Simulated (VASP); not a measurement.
Wanted: the native input for a VASP 6.6.1 run.

```yaml
Task: single point
Functional: PBE
Potentials_or_basis: VASP PAW PBE potentials, release 64 (Sb, P)
Cutoff: 520 eV
k_mesh: 6 × 6 × 4
Occupations: gaussian, width 0.1 eV
Spin: no spin polarisation
Dipole_correction: no
Further_INCAR_settings: ALGO = Normal; EDIFF = 1e-07; NBANDS = 30
```

The structure of SbP3 lies in POSCAR:

```
SbP3
1.0
    5.3185472817     -0.0000000030      0.0000000000
   -2.6592736383      4.6059970587      0.0000000000
    0.0000000000      0.0000000000      8.9479580959
Sb P
2 6
Direct
    0.3333333333      0.6666666667      0.5000000000
    0.3333333333      0.6666666667      0.0000000000
    0.1353858202      0.8611156949      0.7500000000
    0.1388843051      0.2742701253      0.7500000000
    0.7257298747      0.8646141798      0.7500000000
    0.7257298747      0.8611156949      0.2500000000
    0.1388843051      0.8646141798      0.2500000000
    0.1353858202      0.2742701253      0.2500000000
```

The cell was built from a structure type or drawn by symmetry, and may not be a known phase.

The input as run:

INCAR

```
SYSTEM = SbP3
PREC = Accurate
ENCUT = 520
EDIFF = 1E-7
ISMEAR = 0
SIGMA = 0.1
LREAL = .False.
LASPH = .True.
NELM = 60
ALGO = Normal
ISIF = 2
LWAVE = .False.
LCHARG = .True.
GGA = PE
LELF = .True.
LVHAR = .True.
NBANDS = 30
```

KPOINTS

```
Automatic mesh
0
Gamma
  6 6 4
  0 0 0
```

Potentials or basis: VASP PAW PBE potentials, release 64 (Sb, P).

Command:

```sh
$ cat potpaw_PBE.64/Sb/POTCAR potpaw_PBE.64/P/POTCAR > POTCAR
$ mpirun -np 1 vasp_std > vasp.out
```

It gave:

```
Pressure               : 0.0 GPa
Largest force          : 0.080 eV/Å
Band gap on the k mesh : zero (bands 20 and 21 overlap by 0.69 eV)
```

Caveat: spin-orbit coupling is left out, which moves the levels of the heavy elements.

Run time: 110 s on 1 thread of Intel(R) Xeon(R) Platinum 8488C (Sapphire Rapids) (shared host), peak memory 0.38 GiB.
